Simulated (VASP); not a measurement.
## ScSi2: single point with r2SCAN+D4

The system is ScSi2.

```
Sc Si
1.0
     3.66000    0.00000    0.00000
    -1.83000    3.16965    0.00000
     0.00000    0.00000    3.87000
Sc Si
1 2
Direct
  0.00000 0.00000 0.00000
  0.66667 0.33333 0.50000
  0.33333 0.66667 0.50000
```

| Quantity | Value |
| --- | --- |
| Program | VASP 6.6.1 |
| Task | single point |
| Functional | r2SCAN |
| Dispersion | D4 |
| Potentials or basis | VASP PAW PBE potentials, release 64 (Sc_sv, Si) |
| Cutoff | 550 eV |
| k mesh | 8 × 8 × 7 |
| Occupations | methfessel-paxton, width 0.1 eV |
| Spin | no spin polarisation |

| Quantity | Value |
| --- | --- |
| Pressure | 23.3 GPa |
| Band gap on the k mesh | zero (an odd number of electrons rules out a gap without spin polarisation) |
| Dispersion energy per atom | -0.152 eV |

Stress tensor (GPa, compression positive):
```
35.13  0.00  0.00
 0.00 35.13  0.00
 0.00  0.00 -0.43
```

Levels at points of the mesh, in eV from the Fermi level:
| k point | band 6 | band 7 | band 8 | band 9 | band 10 | band 11 | band 12 | band 13 |
| --- | --- | --- | --- | --- | --- | --- | --- | --- |
| (0.00, 0.00, 0.00) | -3.96 | -3.75 | -3.75 | -2.16 | 1.01 | 1.01 | 1.32 | 1.75 |
| (0.50, 0.00, 0.00) | -10.42 | -4.92 | -3.52 | -2.91 | 0.35 | 0.81 | 2.47 | 2.60 |

Run time: 80 s on 1 thread of AMD EPYC 7R13 Processor (Zen 3), with other jobs on the host, peak memory 0.16 GiB.

Caveat: the cell stands under pressure; the PAW data sets were made with another functional, which shifts forces and pressure a little.
